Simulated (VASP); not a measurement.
Runs of VASP 6.6.1 on Pd. The structure is that of space group Im-3m (No. 229), or close to it. The cells are those of the table. 

```csv
cell,k mesh,gap on the mesh (eV),pressure (GPa)
"a = 2.682 Å, angles 109.5°, 1 atom",16 × 16 × 16,none,-7.6
"a = 2.647 Å, angles 109.5°, 1 atom",24 × 24 × 24,none,(a)
"a = 2.716 Å, angles 109.5°, 1 atom",16 × 16 × 16,none,-13.6
"a = 2.537 Å, angles 109.5°, 1 atom",16 × 16 × 16,none,39.8
"a = 2.611 Å, angles 109.5°, 1 atom",16 × 16 × 16,none,(b)
```

Alike in all rows: task single point; level LDA; potentials or basis VASP PAW LDA potentials, release 64 (Pd); no spin polarisation; cutoff (eV) 520; smearing fermi-dirac 0.1 eV.

**Question.** Estimate the missing entries.

**Answer.** (a) 0.1; (b) 10.3.

A k mesh can miss the band edges, and the runs leave out spin-orbit coupling on Pd.

A gap of «none» marks levels without a gap at the run's occupations.
